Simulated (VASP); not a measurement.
# AlNi (P4/mmm) in VASP: a series of runs

AlNi is run at these levels: PBEsol; tasks: single point.

Everything below comes from runs of VASP 6.6.1. Logs are shortened: lines on timing, memory, paths and dates and some standing lists are left out, and cuts for length are marked.

## Step 1: The cell of the first run

Symmetry: P4/mmm, No. 123, tetragonal system. The conventional cell has a = 2.852 Å, b = 2.852 Å, c = 2.905 Å, α = 90.00°, β = 90.00°, γ = 90.00°. Al (site symmetry 4/mmm) has 8 Ni at 2.49 Å and 6 Al at 2.85 to 2.91 Å within 3.3 Å. Within 3.3 Å of Ni (site symmetry 4/mmm) lie 8 Al at 2.49 Å and 6 Ni at 2.85 to 2.91 Å.

## Step 2: Single point, PBEsol (uniaxial strain along c: +1.5 %)

File INCAR:

```
  ALGO = Fast
  EDIFF = 1E-6
  ENCUT = 520
  GGA = PS
  ISIF = 2
  ISMEAR = 0
  LASPH = T
  LCHARG = F
  LREAL = F
  LWAVE = F
  NBANDS = 14
  NELM = 60
  PREC = Accurate
  SIGMA = 0.1
```

File KPOINTS:

```
k-points
0
Gamma
  18 18 18
```

File POSCAR:

```
AlNi
1.0
    2.8516173681      0.0000000000      0.0000000000
    0.0000000000      2.8516173681      0.0000000000
    0.0000000000      0.0000000000      2.9052864528
Al Ni
1 1
Direct
    0.5000000000      0.5000000000      0.5000000000
    0.0000000000      0.0000000000      0.0000000000
```

Potentials or basis: VASP PAW PBE potentials, release 64 (Al, Ni).

On the command line:

```console
> cat potpaw_PBE.64/Al/POTCAR potpaw_PBE.64/Ni/POTCAR > POTCAR
> mpirun -np 1 vasp_std > vasp.out
```

OUTCAR:

```text
EDIFF = 1E-6
   ENCUT = 520
   GGA = PS
   ISIF = 2
   ISMEAR = 0
   LASPH = T
   LREAL = F
   NELM = 60
   PREC = Accurate

 ion  position               nearest neighbor table
   1  0.500  0.500  0.500-   2 2.49   2 2.49   2 2.49   2 2.49   2 2.49   2 2.49   2 2.49   2 2.49

   2  0.000  0.000  0.000-   1 2.49   1 2.49   1 2.49   1 2.49   1 2.49   1 2.49   1 2.49   1 2.49

  LATTYP: Found a simple tetragonal cell.
 ALAT       =     2.8516173681
 C/A-ratio  =     1.0188205772

  Lattice vectors:

 A1 = (   2.8516173681,   0.0000000000,   0.0000000000)
 A2 = (   0.0000000000,   2.8516173681,   0.0000000000)
 A3 = (   0.0000000000,   0.0000000000,   2.9052864528)

Analysis of symmetry for initial positions (statically):
=====================================================================
 Subroutine PRICEL returns:
 Original cell was already a primitive cell.

 Routine SETGRP: Setting up the symmetry group for a
 simple tetragonal supercell.

 Subroutine GETGRP returns: Found 16 space group operations
 (whereof 16 operations were pure point group operations)
 out of a pool of 16 trial point group operations.

The static configuration has the point symmetry D_4h.

Analysis of symmetry for dynamics (positions and initial velocities):
=====================================================================
 Subroutine PRICEL returns:
 Original cell was already a primitive cell.

 Routine SETGRP: Setting up the symmetry group for a
 simple tetragonal supercell.

 Subroutine GETGRP returns: Found 16 space group operations
 (whereof 16 operations were pure point group operations)
 out of a pool of 16 trial point group operations.

The dynamic configuration has the point symmetry D_4h.

 Subroutine INISYM returns: Found 16 space group operations
 (whereof 16 operations are pure point group operations),
 and found     1 'primitive' translations

----------------------------------------------------------------------------------------

                                     Primitive cell

  volume of cell :      23.6250

  direct lattice vectors                    reciprocal lattice vectors
     2.851617368  0.000000000  0.000000000     0.350678184  0.000000000  0.000000000
     0.000000000  2.851617368  0.000000000     0.000000000  0.350678184  0.000000000
     0.000000000  0.000000000  2.905286453     0.000000000  0.000000000  0.344200139

  length of vectors
     2.851617368  2.851617368  2.905286453     0.350678184  0.350678184  0.344200139

  position of ions in fractional coordinates (direct lattice)
     0.500000000  0.500000000  0.500000000
     0.000000000  0.000000000  0.000000000

  ion indices of the primitive-cell ions
   primitive index   ion index
                 1           1
                 2           2

----------------------------------------------------------------------------------------

 KPOINTS: k-points

Automatic generation of k-mesh.
 Grid dimensions read from file:
 generate k-points for:   18   18   18

 Generating k-lattice:

  Cartesian coordinates                     Fractional coordinates (reciprocal lattice)
     0.019482121  0.000000000  0.000000000     0.055555556  0.000000000  0.000000000
     0.000000000  0.019482121  0.000000000     0.000000000  0.055555556  0.000000000
     0.000000000  0.000000000  0.019122230     0.000000000  0.000000000  0.055555556

  Length of vectors
     0.019482121  0.019482121  0.019122230

  Shift w.r.t. Gamma in fractional coordinates (k-lattice)
     0.000000000  0.000000000  0.000000000

 Subroutine IBZKPT returns following result:
 ===========================================

 Found    550 irreducible k-points:

 Following reciprocal coordinates:
            Coordinates               Weight
  0.000000  0.000000  0.000000      1.000000
  0.055556  0.000000  0.000000      4.000000
  0.111111  0.000000  0.000000      4.000000
  0.166667  0.000000  0.000000      4.000000
  0.222222  0.000000  0.000000      4.000000
  0.277778  0.000000  0.000000      4.000000
[... 16 lines left out ...]
  0.277778  0.111111  0.000000      8.000000
  0.333333  0.111111  0.000000      8.000000
 [... further k-points ...]
   k-points           NKPTS =    550   k-points in BZ     NKDIM =    550   number of bands    NBANDS=     14
   number of dos      NEDOS =    301   number of ions     NIONS =      2
   total plane-waves  NPLWV =  13824
   dimension x,y,z NGX =    24 NGY =   24 NGZ =   24
   dimension x,y,z NGXF=    48 NGYF=   48 NGZF=   48
   ions per type =               1   1
   NGX,Y,Z   is equivalent  to a cutoff of  13.99, 13.99, 13.73 a.u.
   NGXF,Y,Z  is equivalent  to a cutoff of  27.98, 27.98, 27.47 a.u.
 SYSTEM =  unknown system
   PREC   = accura    normal or accurate (medium, high low for compatibility)
   ISTART =      0    job   : 0-new  1-cont  2-samecut
   ICHARG =      2    charge: 1-file 2-atom 10-const
   ISPIN  =      1    spin polarized calculation?
   LNONCOLLINEAR =      F non collinear calculations
   LSORBIT =      F    spin-orbit coupling
   LASPH  =      T    aspherical Exc in radial PAW
   ENCUT  =  520.0 eV  38.22 Ry    6.18 a.u.   5.30  5.30  5.40*2*pi/ulx,y,z
   NELM   =     60;   NELMIN=  2; NELMDL= -5     # of ELM steps
   EDIFF  = 0.1E-05   stopping-criterion for ELM
   LREAL  =      F    real-space projection
   EDIFFG = 0.1E-04   stopping-criterion for IOM
   NSW    =      0    number of steps for IOM
   IBRION =     -1    ionic relax: 0-MD 1-quasi-New 2-CG
   NFREE  =      0    steps in history (QN), initial steepest desc. (CG)
   ISIF   =      2    stress and relaxation
   ISYM   =      2    0-nonsym 1-usesym 2-fastsym
   POTIM  = 0.5000    time-step for ionic-motion
   TEBEG  =    0.0;   TEEND  =   0.0 temperature during run
   PSTRESS=    0.0 pullay stress
   NELECT =      13.0000    total number of electrons
   NUPDOWN=      -1.0000    fix difference up-down
   EMIN   =  10.00;   EMAX   =-10.00  energy-range for DOS
   EFERMI =   0.00;   METHOD = LEGACY
   ISMEAR =     0;   SIGMA  =   0.10  broadening in eV -4-tet -1-fermi 0-gaus
   EFERMI_NEDOS =   21; number of points for ismear=-14 and -15
   IALGO  =     68    algorithm
   IMIX   =      4    mixing-type and parameters
     AMIX     =   0.40;   BMIX     =  1.00
     AMIX_MAG =   1.60;   BMIX_MAG =  1.00
  volume/ion in A,a.u.               =      11.81        79.71
  Fermi-wavevector in a.u.,A,eV,Ry     =   1.341525  2.535115 24.486263  1.799690
  Thomas-Fermi vector in A             =   2.469752
   LORBIT       =      0    0 simple, 1 ext, 2 COOP (PROOUT), +10 PAW based schemes
   GGA     = PS    functional components
   LHFCALC =     F    Hartree Fock is set to
   AEXX    =    0.0000 exact exchange contribution
   IVDW    =     0    specifies the selected vdW correction
   LEPSILON=     F    determine dielectric tensor
   LRPA    =     F    only Hartree local field effects (RPA)
 non-spin polarized calculation
 RMM-DIIS sequential band-by-band and
 Gauss-broadening in eV      SIGMA  =   0.10
  energy-cutoff  :      520.00
  volume of cell :       23.62
 maximum number of plane-waves:       655
 NGX is ok and might be reduce to    24
   NGX = 11   NGY = 11   NGZ = 11

 number of electron      13.0000009 magnetization

 Free energy of the ion-electron system (eV)
  ---------------------------------------------------
  ext. energy  EPLUGINS =         0.00000000
  ---------------------------------------------------
  free energy    TOTEN  =       -11.58698172 eV

  energy without entropy =      -11.58337764  energy(sigma->0) =      -11.58517968

 E-fermi :  10.0655     XC(G=0): -12.2248

 val. band max:       10.0649257336   @ k =   0.3333   0.3333   0.0000
 cond. band min:      10.0686845523   @ k =   0.3333   0.0000   0.1111
 fundamental gap:      0.0037588187
 Fermi energy:        10.0655037140

 k-point     1 :       0.0000    0.0000    0.0000
  band No.  band energies     occupation
      1      -1.1627      2.00000
      2       6.7562      2.00000
      3       6.7714      2.00000
      4       8.4768      2.00000
      5       8.4768      2.00000
      6       8.5285      2.00000
      7      15.1627      0.00000
      8      15.8307      0.00000
      9      15.8307      0.00000
     10      18.1510      0.00000
     11      18.3183      0.00000
     12      24.0204      0.00000
     13      30.9596      0.00000
     14      30.9663      0.00000

 k-point     2 :       0.0556    0.0000    0.0000
  band No.  band energies     occupation
      1      -1.1046      2.00000
      2       6.7623      2.00000
      3       6.7773      2.00000
      4       8.4489      2.00000
      5       8.4796      2.00000
      6       8.5032      2.00000
      7      15.1415      0.00000
      8      15.2414      0.00000
      9      15.9066      0.00000
     10      18.1859      0.00000
     11      18.9043      0.00000
     12      24.2353      0.00000
     13      30.2051      0.00000
     14      30.6923      0.00000

 k-point     3 :       0.1111    0.0000    0.0000
  band No.  band energies     occupation
      1      -0.9309      2.00000
      2       6.7505      2.00000
      3       6.8155      2.00000
      4       8.3706      2.00000
      5       8.4321      2.00000
      6       8.4879      2.00000
      7      13.8974      0.00000
      8      15.4723      0.00000
      9      16.1301      0.00000
     10      18.2009      0.00000
     11      19.9068      0.00000
     12      24.9067      0.00000
     13      28.8616      0.00000
     14      29.3745      0.00000
[... 324 lines left out ...]
 k-point    23 :       0.2778    0.1111    0.0000
  band No.  band energies     occupation
      1       0.4836      2.00000
      2       6.3234      2.00000
      3       7.0551      2.00000
      4       7.9731      2.00000
      5       8.0086      2.00000
      6       8.4405      2.00000
      7      10.7296      0.00000
      8      15.4044      0.00000
      9      17.2150      0.00000
     10      19.2779      0.00000
     11      23.2721      0.00000
     12      23.7063      0.00000
     13      24.9535      0.00000
     14      27.9556      0.00000

 k-point    24 :       0.3333    0.1111    0.0000
  band No.  band energies     occupation
      1       1.0859      2.00000
      2       5.7988      2.00000
      3       7.1478      2.00000
      4       7.8898      2.00000
      5       7.8936      2.00000
      6       8.4577      2.00000
      7      10.0729      0.91689
      8      15.9394      0.00000
      9      17.8959      0.00000
     10      19.2800      0.00000
     11      22.4477      0.00000
     12      23.7350      0.00000
     13      24.1750      0.00000
     14      27.0723      0.00000

 [... further k-points ...]

------------------------ aborting loop because EDIFF is reached ----------------------------------------

  FORCE on cell =-STRESS in cart. coord.  units (eV):
  Direction    XX          YY          ZZ          XY          YZ          ZX
  --------------------------------------------------------------------------------------
  -------------------------------------------------------------------------------------
  Total       -0.1381151     -0.1381151     -0.3203202      0.0000000     -0.0000000      0.0000000
  in kB       -9.3665622     -9.3665622    -21.7231808      0.0000000     -0.0000000      0.0000000
  external PRESSURE =     -13.4854351 kB  Pullay stress =       0.0000000 kB

 VOLUME and BASIS-vectors are now :
 -----------------------------------------------------------------------------
  energy-cutoff  :      520.00
  volume of cell :       23.62
      direct lattice vectors                 reciprocal lattice vectors
     2.851617368  0.000000000  0.000000000     0.350678184  0.000000000  0.000000000
     0.000000000  2.851617368  0.000000000     0.000000000  0.350678184  0.000000000
     0.000000000  0.000000000  2.905286453     0.000000000  0.000000000  0.344200139

 POSITION                                       TOTAL-FORCE (eV/Angst)
 -----------------------------------------------------------------------------------
      1.42581      1.42581      1.45264         0.000000      0.000000      0.000000
      0.00000      0.00000      0.00000         0.000000      0.000000      0.000000
 -----------------------------------------------------------------------------------
    total drift:                                0.000000      0.000000      0.000000

  FREE ENERGIE OF THE ION-ELECTRON SYSTEM (eV)
  ---------------------------------------------------
  free  energy   TOTEN  =       -11.5869817216 eV

  energy  without entropy=      -11.5833776377  energy(sigma->0) =      -11.58517968
```

It took 1.7 min on 1 thread of AMD EPYC 9R45 (Zen 5), shared host; peak memory 0.26 GiB.

What came out:

```yaml
Free_energy: -11.5870 eV
Pressure: -1.3 GPa
Band_gap_on_the_k_mesh: zero (an odd number of electrons rules out a gap without spin polarisation)
```

Caveat: the cell differs from its parent crystal (uniaxial strain along c: +1.5 %); the PAW data sets were made with another functional, which shifts forces and pressure a little. Spin polarisation is off, so any magnetic state and its effect on volume and gap are missing.

## Step 3: Single point, PBEsol (uniaxial strain along c: +4.5 %, then relaxed in part)

File INCAR:

```
SYSTEM = AlNi
PREC = Accurate ; ENCUT = 520
EDIFF = 1E-6 ; ISMEAR = 0
SIGMA = 0.1 ; LREAL = .False.
LASPH = .True. ; NELM = 60
ALGO = Fast ; ISIF = 2
LWAVE = .False. ; LCHARG = .True.
GGA = PS ; LELF = .True.
LVHAR = .True. ; NBANDS = 14
```

File KPOINTS:

```
regular mesh
0
Gamma
  18 18 18
  0 0 0
```

File POSCAR:

```
AlNi
1.0
    2.8118435204      0.0000000000      0.0000000000
    0.0000000000      2.8118435204      0.0000000000
    0.0000000000      0.0000000000      2.9911569884
Al Ni
1 1
Direct
    0.5000000000      0.5000000000      0.5000000000
    0.0000000000      0.0000000000      0.0000000000
```

Potentials or basis: VASP PAW PBE potentials, release 64 (Al, Ni).

On the command line:

```console
> cat potpaw_PBE.64/Al/POTCAR potpaw_PBE.64/Ni/POTCAR > POTCAR
> mpirun -np 1 vasp_std > vasp.out
```

Wall time 1.8 min (1 thread of AMD EPYC 9R45 (Zen 5), shared host); peak memory 0.27 GiB.

It converged, with:

- Free energy: -11.5756 eV
- Pressure: -1.1 GPa
- Band gap on the k mesh: zero (an odd number of electrons rules out a gap without spin polarisation)

Stress tensor (GPa, compression positive):
```
 0.18  0.00  0.00
 0.00  0.18  0.00
 0.00  0.00 -3.77
```

Levels at points of the mesh, in eV from the Fermi level:
```
           k point  band 3  band 4  band 5  band 6  band 7  band 8  band 9  band 10  band 11  band 12
(0.00, 0.00, 0.00)   -3.26   -1.61   -1.61   -1.44    4.12    6.30    6.30     7.77     8.43    14.10
(0.50, 0.00, 0.00)   -2.77   -2.51   -2.15   -1.50   -0.49    8.20    8.80    10.08    10.84    11.85
(0.50, 0.50, 0.00)   -2.62   -2.62   -2.27   -2.27   -0.93    1.87    2.93    11.47    14.37    14.37
(0.00, 0.00, 0.50)   -2.88   -2.16   -2.16   -1.38   -0.95    8.34   10.60    10.60    11.22    11.22
(0.50, 0.00, 0.50)   -3.18   -2.88   -2.04   -1.99   -1.09    1.34    2.36    12.96    15.36    15.87
(0.50, 0.50, 0.50)   -4.14   -1.08   -0.91    1.90    2.04    2.04    3.85     4.30     4.30     4.97
```

Caveat: the cell differs from its parent crystal (uniaxial strain along c: +4.5 %, then relaxed in part); the PAW data sets were made with another functional, which shifts forces and pressure a little. Spin polarisation is off, so any magnetic state and its effect on volume and gap are missing.

## Step 4: Single point, PBEsol (uniaxial strain along c: +3.0 %)

File INCAR:

```
SYSTEM = AlNi
PREC = Accurate
ENCUT = 520
EDIFF = 1E-6
ISMEAR = 0
SIGMA = 0.1
LREAL = .FALSE.
LASPH = .TRUE.
NELM = 80
ALGO = Fast
ISIF = 2
LWAVE = .FALSE.
LCHARG = .TRUE.
GGA = PS
LELF = .TRUE.
LVHAR = .TRUE.
NBANDS = 14
```

File KPOINTS:

```
regular mesh
0
G
  18 18 18
  0 0 0
```

File POSCAR:

```
AlNi
1.0
    2.8408835511      0.0000000000      0.0000000000
    0.0000000000      2.8408835511      0.0000000000
    0.0000000000      0.0000000000      2.9482217206
Al Ni
1 1
Direct
    0.5000000000      0.5000000000      0.5000000000
    0.0000000000      0.0000000000      0.0000000000
```

On the command line:

```console
> cat potpaw_PBE.64/Al/POTCAR potpaw_PBE.64/Ni/POTCAR > POTCAR
> mpirun -np 1 vasp_std > vasp.out
```

Wall time 1.7 min (1 thread of AMD EPYC 9R45 (Zen 5), shared host); peak memory 0.26 GiB.

The run converged. Its results:

```yaml
Free_energy: -11.5819 eV
Pressure: -2.2 GPa
Band_gap_on_the_k_mesh: zero (an odd number of electrons rules out a gap without spin polarisation)
```

Stress tensor (GPa, compression positive):
```
-1.44  0.00  0.00
 0.00 -1.44  0.00
 0.00  0.00 -3.86
```

Levels at points of the mesh, in eV from the Fermi level:
```tsv
k point	band 4	band 5	band 6	band 7	band 8	band 9	band 10	band 11
(0.00, 0.00, 0.00)	-1.58	-1.58	-1.48	4.65	5.96	5.96	7.94	8.31
(0.50, 0.00, 0.00)	-2.40	-2.19	-1.49	-0.56	8.26	9.25	10.37	10.48
(0.50, 0.50, 0.00)	-2.73	-2.20	-2.20	-0.97	1.70	2.74	11.76	14.66
(0.00, 0.00, 0.50)	-2.20	-2.20	-1.41	-0.83	8.31	10.34	10.34	11.06
(0.50, 0.00, 0.50)	-2.88	-2.06	-2.02	-1.06	1.37	2.41	12.66	15.25
(0.50, 0.50, 0.50)	-1.04	-0.94	1.93	2.01	2.01	3.77	4.36	4.36
```

Caveat: the cell differs from its parent crystal (uniaxial strain along c: +3.0 %); the PAW data sets were made with another functional, which shifts forces and pressure a little. Spin polarisation is off, so any magnetic state and its effect on volume and gap are missing.

## Step 5: Summary

| cell | gap on the mesh (eV) | pressure (GPa) |
| --- | --- | --- |
| a = 2.852, b = 2.852, c = 2.905 Å, 2 atoms | none | -1.3 |
| a = 2.812, b = 2.812, c = 2.991 Å, 2 atoms | none | -1.1 |
| a = 2.841, b = 2.841, c = 2.948 Å, 2 atoms | none | -2.2 |

Alike in all rows: task single point; level PBEsol; potentials or basis VASP PAW PBE potentials, release 64 (Al, Ni); no spin polarisation; k mesh 18 × 18 × 18; cutoff (eV) 520; smearing gaussian 0.1 eV.

Caveats: the PAW data sets were made with another functional, which shifts forces and pressure a little.

Total energies depend on the potentials used, so only differences within one code and one set of settings carry meaning.
